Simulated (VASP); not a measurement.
Set up this calculation in VASP 6.6.1, as the native input.

* Task: electric field gradients
* Functional: LDA
* Potentials or basis: VASP PAW LDA potentials, release 64 (Zr_sv, Ag)
* Cutoff: 520 eV
* k mesh: 7 × 7 × 8
* Occupations: fermi-dirac, width 0.05 eV
* Spin: no spin polarisation
* Dipole correction: no
* Further INCAR settings: ALGO = Normal; EDIFF = 1e-08; NBANDS = 32

The structure of Zr3Ag lies in POSCAR:

```
Zr3Ag
1.0
    4.5660000000      0.0000000000      0.0000000000
    0.0000000000      4.5660000000      0.0000000000
    0.0000000000      0.0000000000      3.9860000000
Zr Ag
3 1
Direct
    0.5000000000      0.5000000000      0.0000000000
    0.0000000000      0.5000000000      0.5000000000
    0.5000000000      0.0000000000      0.5000000000
    0.0000000000      0.0000000000      0.0000000000
```

One way to write it, as run:

INCAR

```
SYSTEM = Zr3Ag
PREC = Accurate
ENCUT = 520
EDIFF = 1E-8
ISMEAR = -1
SIGMA = 0.05
LREAL = .FALSE.
LASPH = .TRUE.
NELM = 100
ALGO = Normal
ISIF = 2
LWAVE = .FALSE.
LCHARG = .FALSE.
GGA = CA
LEFG = .TRUE.
NBANDS = 32
```

KPOINTS

```
regular mesh
0
G
  7 7 8
  0 0 0
```

Potentials or basis: VASP PAW LDA potentials, release 64 (Zr_sv, Ag).

Command:

```sh
$ cat potpaw_LDA.64/Zr_sv/POTCAR potpaw_LDA.64/Ag/POTCAR > POTCAR
$ mpirun -np 1 vasp_std > vasp.out
```

Results of the run:

| Quantity | Value |
| --- | --- |
| Pressure | -4.8 GPa |
| Band gap on the k mesh | zero (an odd number of electrons rules out a gap without spin polarisation) |
| Largest electric field gradient by atom | Zr -12.6, +39.3 (each value once); Ag +7.4 V/Å² |

Caveat: the cell stands under tension; without QUAD_EFG the Cq values of the log hold for a quadrupole moment of 1 mb, not for the nuclei.

Wall time 100 s on 1 thread of Intel(R) Xeon(R) Platinum 8488C (Sapphire Rapids) (shared host), peak memory 0.24 GiB.
